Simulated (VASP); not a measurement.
# Mn (P6_3/mmc) in VASP: single point with PBE

Aim: the single point of Mn with PBE.

Program: VASP 6.6.1. These are calculated values, not measurements. Logs are shortened: lines on timing, memory, paths and dates and some standing lists are left out, and cuts for length are marked.

**1. The cell of the first run**

Symmetry: P6_3/mmc, No. 194, hexagonal system. The conventional cell has a = 2.484 Å, b = 2.484 Å, c = 4.013 Å, α = 90.00°, β = 90.00°, γ = 120.00°. Within 3.3 Å of Mn (site symmetry -6m2) lie 12 Mn at 2.47 to 2.48 Å.

This isn't the form of Mn at room conditions, which is a 58-atom cubic cell.

**2. Single point, PBE, collinear spin, ferromagnetic start**

POSCAR

```
Mn
1.0
    2.4836384221      0.0000000000      0.0000000000
   -1.2418192111      2.1508939674      0.0000000000
    0.0000000000      0.0000000000      4.0133491772
Mn
2
Direct
    0.3333333333      0.6666666667      0.2500000000
    0.6666666667      0.3333333333      0.7500000000
```

INCAR.step1

```
PREC = Accurate
ENCUT = 520
EDIFF = 1E-6
ISMEAR = -1
SIGMA = 0.1
LREAL = F
LASPH = T
NELM = 150
ALGO = Normal
ISIF = 2
LWAVE = F
LCHARG = T
ISPIN = 2
MAGMOM = 3 3
LMAXMIX = 4
GGA = PE
NBANDS = 24
```

KPOINTS.step1

```
regular mesh
0
Gamma
  17 17 9
```

INCAR.step2

```
PREC = Accurate
ENCUT = 520
EDIFF = 1E-6
ISMEAR = -5
SIGMA = 0.1
LREAL = F
LASPH = T
NELM = 150
ALGO = Normal
ISIF = 2
LWAVE = F
LCHARG = F
ISPIN = 2
MAGMOM = 3 3
LORBIT = 11
LMAXMIX = 4
GGA = PE
NEDOS = 1001
ICHARG = 11
```

KPOINTS.step2

```
regular mesh
0
Gamma
  26 26 14
```

Potentials or basis: VASP PAW PBE potentials, release 64 (Mn_pv).

Launch:

```bash
$ cat potpaw_PBE.64/Mn_pv/POTCAR > POTCAR
$ cp INCAR.step1 INCAR
$ cp KPOINTS.step1 KPOINTS
$ mpirun -np 1 vasp_std > vasp.out
$ cp INCAR.step2 INCAR
$ cp KPOINTS.step2 KPOINTS
$ mpirun -np 1 vasp_std > vasp.out
```

OUTCAR:

```text
PREC = Accurate
   ENCUT = 520
   EDIFF = 1E-6
   ISMEAR = -5
   LREAL = F
   LASPH = T
   NELM = 150
   ISIF = 2
   ISPIN = 2
   LORBIT = 11
   GGA = PE
   ICHARG = 11

 ion  position               nearest neighbor table
   1  0.333  0.667  0.250-   2 2.47   2 2.47   2 2.47   2 2.47   2 2.47   2 2.47
   2  0.667  0.333  0.750-   1 2.47   1 2.47   1 2.47   1 2.47   1 2.47   1 2.47

  LATTYP: Found a hexagonal cell.
 ALAT       =     2.4836384221
 C/A-ratio  =     1.6159152401

  Lattice vectors:

 A1 = (   2.4836384221,   0.0000000000,   0.0000000000)
 A2 = (  -1.2418192111,   2.1508939674,   0.0000000000)
 A3 = (   0.0000000000,   0.0000000000,   4.0133491772)

Analysis of symmetry for initial positions (statically):
=====================================================================
 Subroutine PRICEL returns:
 Original cell was already a primitive cell.

 Routine SETGRP: Setting up the symmetry group for a
 hexagonal supercell.

 Subroutine GETGRP returns: Found 24 space group operations
 (whereof 12 operations were pure point group operations)
 out of a pool of 24 trial point group operations.

The static configuration has the point symmetry D_3d.
 The point group associated with its full space group is D_6h.

Analysis of symmetry for dynamics (positions and initial velocities):
=====================================================================
 Subroutine PRICEL returns:
 Original cell was already a primitive cell.

 Routine SETGRP: Setting up the symmetry group for a
 hexagonal supercell.

 Subroutine GETGRP returns: Found 24 space group operations
 (whereof 12 operations were pure point group operations)
 out of a pool of 24 trial point group operations.

The dynamic configuration has the point symmetry D_3d.
 The point group associated with its full space group is D_6h.

Analysis of structural, dynamic, and magnetic symmetry:
=====================================================================
 Subroutine PRICEL returns:
 Original cell was already a primitive cell.

 Routine SETGRP: Setting up the symmetry group for a
 hexagonal supercell.

 Subroutine GETGRP returns: Found 24 space group operations
 (whereof 12 operations were pure point group operations)
 out of a pool of 24 trial point group operations.

The overall configuration has the point symmetry D_3d.
 The point group associated with its full space group is D_6h.

 Subroutine INISYM returns: Found 24 space group operations
 (whereof 12 operations are pure point group operations),
 and found     1 'primitive' translations

----------------------------------------------------------------------------------------

                                     Primitive cell

  volume of cell :      21.4395

  direct lattice vectors                    reciprocal lattice vectors
     2.483638422  0.000000000  0.000000000     0.402635098  0.232461482  0.000000000
    -1.241819211  2.150893967  0.000000000     0.000000000  0.464922965  0.000000000
     0.000000000  0.000000000  4.013349177     0.000000000  0.000000000  0.249168452

  length of vectors
     2.483638422  2.483638422  4.013349177     0.464922965  0.464922965  0.249168452

  position of ions in fractional coordinates (direct lattice)
     0.333333333  0.666666667  0.250000000
     0.666666667  0.333333333  0.750000000

  ion indices of the primitive-cell ions
   primitive index   ion index
                 1           1
                 2           2

----------------------------------------------------------------------------------------

 KPOINTS: regular mesh

Automatic generation of k-mesh.
 Grid dimensions read from file:
 generate k-points for:   26   26   14

 Generating k-lattice:

  Cartesian coordinates                     Fractional coordinates (reciprocal lattice)
     0.015485965  0.008940826  0.000000000     0.038461538  0.000000000  0.000000000
     0.000000000  0.017881652  0.000000000     0.000000000  0.038461538  0.000000000
     0.000000000  0.000000000  0.017797747     0.000000000  0.000000000  0.071428571

  Length of vectors
     0.017881652  0.017881652  0.017797747

  Shift w.r.t. Gamma in fractional coordinates (k-lattice)
     0.000000000  0.000000000  0.000000000

 TETIRR: Found   9646 inequivalent tetrahedra from    56784

 Subroutine IBZKPT returns following result:
 ===========================================

 Found    560 irreducible k-points:

 Following reciprocal coordinates:
            Coordinates               Weight
  0.000000  0.000000  0.000000      1.000000
  0.038462 -0.000000  0.000000      6.000000
  0.076923 -0.000000  0.000000      6.000000
  0.115385  0.000000  0.000000      6.000000
  0.153846  0.000000  0.000000      6.000000
  0.192308 -0.000000  0.000000      6.000000
[... 16 lines left out ...]
  0.346154  0.038462  0.000000     12.000000
  0.384615  0.038462  0.000000     12.000000
 [... further k-points ...]
   k-points           NKPTS =    560   k-points in BZ     NKDIM =    560   number of bands    NBANDS=     20
   number of dos      NEDOS =   1001   number of ions     NIONS =      2
   total plane-waves  NPLWV =   9720
   dimension x,y,z NGX =    18 NGY =   18 NGZ =   30
   dimension x,y,z NGXF=    36 NGYF=   36 NGZF=   60
   ions per type =               2
   NGX,Y,Z   is equivalent  to a cutoff of  12.05, 12.05, 12.43 a.u.
   NGXF,Y,Z  is equivalent  to a cutoff of  24.10, 24.10, 24.85 a.u.
 SYSTEM =  unknown system
   PREC   = accura    normal or accurate (medium, high low for compatibility)
   ISTART =      0    job   : 0-new  1-cont  2-samecut
   ICHARG =     11    charge: 1-file 2-atom 10-const
   ISPIN  =      2    spin polarized calculation?
   LNONCOLLINEAR =      F non collinear calculations
   LSORBIT =      F    spin-orbit coupling
   LASPH  =      T    aspherical Exc in radial PAW
   ENCUT  =  520.0 eV  38.22 Ry    6.18 a.u.   4.62  4.62  7.46*2*pi/ulx,y,z
   NELM   =    150;   NELMIN=  2; NELMDL=  0     # of ELM steps
   EDIFF  = 0.1E-05   stopping-criterion for ELM
   LREAL  =      F    real-space projection
   EDIFFG = 0.1E-04   stopping-criterion for IOM
   NSW    =      0    number of steps for IOM
   IBRION =     -1    ionic relax: 0-MD 1-quasi-New 2-CG
   NFREE  =      0    steps in history (QN), initial steepest desc. (CG)
   ISIF   =      2    stress and relaxation
   ISYM   =      2    0-nonsym 1-usesym 2-fastsym
   POTIM  = 0.5000    time-step for ionic-motion
   TEBEG  =    0.0;   TEEND  =   0.0 temperature during run
   PSTRESS=    0.0 pullay stress
   NELECT =      26.0000    total number of electrons
   NUPDOWN=      -1.0000    fix difference up-down
   EMIN   =  10.00;   EMAX   =-10.00  energy-range for DOS
   EFERMI =   0.00;   METHOD = LEGACY
   ISMEAR =    -5;   SIGMA  =   0.10  broadening in eV -4-tet -1-fermi 0-gaus
   EFERMI_NEDOS =   21; number of points for ismear=-14 and -15
   IALGO  =     38    algorithm
   IMIX   =      4    mixing-type and parameters
     AMIX     =   0.40;   BMIX     =  1.00
     AMIX_MAG =   1.60;   BMIX_MAG =  1.00
  volume/ion in A,a.u.               =      10.72        72.34
  Fermi-wavevector in a.u.,A,eV,Ry     =   1.745800  3.299084 41.468080  3.047818
  Thomas-Fermi vector in A             =   2.817417
   LORBIT       =     11    0 simple, 1 ext, 2 COOP (PROOUT), +10 PAW based schemes
   GGA     = PE    functional components
   LHFCALC =     F    Hartree Fock is set to
   AEXX    =    0.0000 exact exchange contribution
   IVDW    =     0    specifies the selected vdW correction
   LEPSILON=     F    determine dielectric tensor
   LRPA    =     F    only Hartree local field effects (RPA)
 spin polarized calculation
 Fermi weights with tetrahedron method with Bloechl corrections
  energy-cutoff  :      520.00
  volume of cell :       21.44
 maximum number of plane-waves:       589

 number of electron      26.0000025 magnetization       0.0004531

 Free energy of the ion-electron system (eV)
  ---------------------------------------------------
  ext. energy  EPLUGINS =         0.00000000
  ---------------------------------------------------
  free energy    TOTEN  =       -17.88855078 eV

  energy without entropy =      -17.88855078  energy(sigma->0) =      -17.88855078

 E-fermi :  10.3981     XC(G=0): -14.0336

 val. band max:       10.5310563288   @ k =   0.3846  -0.0000   0.5000
 cond. band min:      10.3561901616   @ k =   0.2692   0.2308   0.5000
 fundamental gap:     -0.1748661672
 Fermi energy:        10.3980585522

 spin component 1

 k-point     1 :       0.0000    0.0000    0.0000
  band No.  band energies     occupation
      1     -37.8646      1.00000
      2     -37.2046      1.00000
      3     -37.2046      1.00000
      4     -37.0985      1.00000
      5     -37.0985      1.00000
      6     -37.0811      1.00000
[... 12 lines left out ...]
     19      19.7389      0.00000
     20      31.1465      0.00000
[... 507 lines left out ...]
 k-point    24 :       0.3846    0.0385    0.0000
  band No.  band energies     occupation
      1     -37.7254      1.00000
      2     -37.6023      1.00000
      3     -37.5645      1.00000
      4     -37.3632      1.00000
      5     -37.2335      1.00000
      6     -37.1893      1.00000
[... 12 lines left out ...]
     19      20.5376      0.00000
     20      22.1233      0.00000

 [... further k-points ...]

 spin component 2

 k-point     1 :       0.0000    0.0000    0.0000
  band No.  band energies     occupation
      1     -37.8644      1.00000
      2     -37.2043      1.00000
      3     -37.2043      1.00000
      4     -37.0982      1.00000
      5     -37.0982      1.00000
      6     -37.0808      1.00000
[... 12 lines left out ...]
     19      19.7391      0.00000
     20      31.1465      0.00000
[... 507 lines left out ...]
 k-point    24 :       0.3846    0.0385    0.0000
  band No.  band energies     occupation
      1     -37.7251      1.00000
      2     -37.6020      1.00000
      3     -37.5642      1.00000
      4     -37.3629      1.00000
      5     -37.2333      1.00000
      6     -37.1890      1.00000
[... 12 lines left out ...]
     19      20.5377      0.00000
     20      22.1234      0.00000

 [... further k-points ...]
[... 5 lines left out ...]
  --------------------------------------------------------------------------------------
  -------------------------------------------------------------------------------------
  Total       -0.4864584     -0.4864584     -0.2459789      0.0000000     -0.0000000     -0.0000000
  in kB      -36.3531419    -36.3531419    -18.3820609      0.0000000     -0.0000000     -0.0000000
  external PRESSURE =     -30.3627816 kB  Pullay stress =       0.0000000 kB

 VOLUME and BASIS-vectors are now :
 -----------------------------------------------------------------------------
  energy-cutoff  :      520.00
  volume of cell :       21.44
      direct lattice vectors                 reciprocal lattice vectors
     2.483638422  0.000000000  0.000000000     0.402635098  0.232461482  0.000000000
    -1.241819211  2.150893967  0.000000000     0.000000000  0.464922965  0.000000000
     0.000000000  0.000000000  4.013349177     0.000000000  0.000000000  0.249168452

 POSITION                                       TOTAL-FORCE (eV/Angst)
 -----------------------------------------------------------------------------------
     -0.00000      1.43393      1.00334        -0.000000      0.000000     -0.000000
      1.24182      0.71696      3.01001         0.000000     -0.000000      0.000000
 -----------------------------------------------------------------------------------
    total drift:                               -0.000000      0.000000     -0.000000

  FREE ENERGIE OF THE ION-ELECTRON SYSTEM (eV)
  ---------------------------------------------------
  free  energy   TOTEN  =       -17.8885507824 eV

  energy  without entropy=      -17.8885507824  energy(sigma->0) =      -17.88855078

 total charge

# of ion       s       p       d       tot
------------------------------------------
    1        0.428   6.402   5.160  11.990
    2        0.428   6.402   5.160  11.990
--------------------------------------------------
tot          0.856  12.804  10.319  23.979

 magnetization (x)

# of ion       s       p       d       tot
------------------------------------------
    1       -0.000   0.000   0.000   0.000
    2       -0.000   0.000   0.000   0.000
--------------------------------------------------
tot         -0.000   0.000   0.000   0.000
```

Run time: 7.4 min. Hardware: 1 thread of Intel Xeon 8259CL, shared host; peak memory 0.46 GiB.

Results:

| Quantity | Value |
| --- | --- |
| Net moment | 0.00 μB per cell |
| Valence electrons inside the program's atomic spheres | Mn 11.99 |

Caveat: tetrahedron occupations give inexact forces and stress in metals.
